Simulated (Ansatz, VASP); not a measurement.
## One calculation of TiSn5, two programs

```
Ti Sn
1.0
     2.80489    1.61940    5.83291
    -2.80489    1.61940    5.83291
     0.00000   -3.23881    5.83291
Ti Sn
1 5
Direct
  0.00000 0.00000 0.00000
  0.67447 0.67447 0.67447
  0.32553 0.32553 0.32553
  0.84064 0.84064 0.84064
  0.15936 0.15936 0.15936
  0.50000 0.50000 0.50000
```

Alike in both runs: task relaxation of cell and atoms; functional PBE; k mesh 6 × 6 × 6; occupations gaussian, width 0.1 eV; no spin polarisation.

|  | VASP | Ansatz |
| --- | --- | --- |
| version | VASP 6.6.1 | Ansatz 0.2.0 |
| potentials or method | VASP PAW PBE potentials, release 64 (Ti_sv, Sn_d), cutoff 600 eV | scalar-relativistic, plane waves, PAW |
| valence electrons in the cell | 82 | 82 |

|  | VASP | Ansatz | Ansatz less VASP |
| --- | --- | --- | --- |
| gap on the k mesh at the Fermi level, each at its own relaxed structure (eV) | none | none | - |
| relaxed volume (Å³/atom) | 26.15 | 26.27 | +0.118 |
| relaxed cell length with the largest relative difference (Å) | 6.729 | 6.742 | +0.0131 |

A gap of «none» marks a metal or a gap that the smearing closes.
